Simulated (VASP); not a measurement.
A run of VASP 6.6.1 is set up as follows.

The input INCAR:

```
PREC = Accurate
ENCUT = 600
EDIFF = 1E-6
ISMEAR = 0
SIGMA = 0.05
LREAL = F
LASPH = T
NELM = 80
ALGO = Fast
ISIF = 4
LWAVE = F
LCHARG = F
GGA = PE
IBRION = 2
NSW = 60
EDIFFG = -0.01
```

File KPOINTS:

```
Automatic mesh
0
Gamma
  16 16 10
```

Contents of POSCAR:

```
Zr
1.0
    3.1883543503      0.0000000000      0.0000000000
   -1.5941771751      2.7611958636      0.0000000000
    0.0000000000      0.0000000000      5.1016826503
Zr
2
Direct
    0.3333333333      0.6666666667      0.2500000000
    0.6666666667      0.3333333333      0.7500000000
```

Potentials or basis: VASP PAW PBE potentials, release 64 (Zr_sv).

Launch:

```console
$ cat potpaw_PBE.64/Zr_sv/POTCAR > POTCAR
$ mpirun -np 1 vasp_std > vasp.out
```

(1) What does it give for the band gap on the k mesh?

Answers

(1) zero (bands 12 and 13 overlap by 1.26 eV).
